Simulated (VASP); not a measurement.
Set up this calculation in VASP 6.6.1, as the native input.

```yaml
Task: single point
Functional: PBEsol
Potentials_or_basis: VASP PAW PBE potentials, release 64 (Mo_sv)
Cutoff: 520 eV
k_mesh: 13 × 13 × 8
Occupations: fermi-dirac, width 0.08 eV
Spin: no spin polarisation
Dipole_correction: no
Further_INCAR_settings: ALGO = Normal; EDIFF = 1e-06; NBANDS = 21
```

The structure of Mo lies in POSCAR:

```
Mo
1.0
   -1.5647077894      1.5647077894      1.5647077894
    1.5647077894     -1.5647077894      1.5647077894
    3.1294155787      3.1294155787      0.0000000000
Mo
2
Direct
    0.0000000000      0.0000000000      0.0000000000
    0.5000000000      0.5000000000      0.5000000000
```

One way to write it, as run:

INCAR

```
PREC = Accurate ; ENCUT = 520
EDIFF = 1E-6 ; ISMEAR = -1
SIGMA = 0.08 ; LREAL = False
LASPH = True ; NELM = 60
ALGO = Normal ; ISIF = 2
LWAVE = False ; LCHARG = True
GGA = PS ; LELF = True
LVHAR = True ; NBANDS = 21
```

KPOINTS

```
Automatic mesh
0
Gamma
  13 13 8
```

Potentials or basis: VASP PAW PBE potentials, release 64 (Mo_sv).

Run with:

```sh
$ cat potpaw_PBE.64/Mo_sv/POTCAR > POTCAR
$ mpirun -np 1 vasp_std > vasp.out
```

Results of the run:

* Pressure: 0.6 GPa
* Band gap on the k mesh: zero (bands 14 and 15 overlap by 2.77 eV)

Caveat: the PAW data sets were made with another functional, which shifts forces and pressure a little.

Wall time 57 s on 1 thread of Oxide Virtual Turin-like Processor (shared host), peak memory 0.2 GiB.
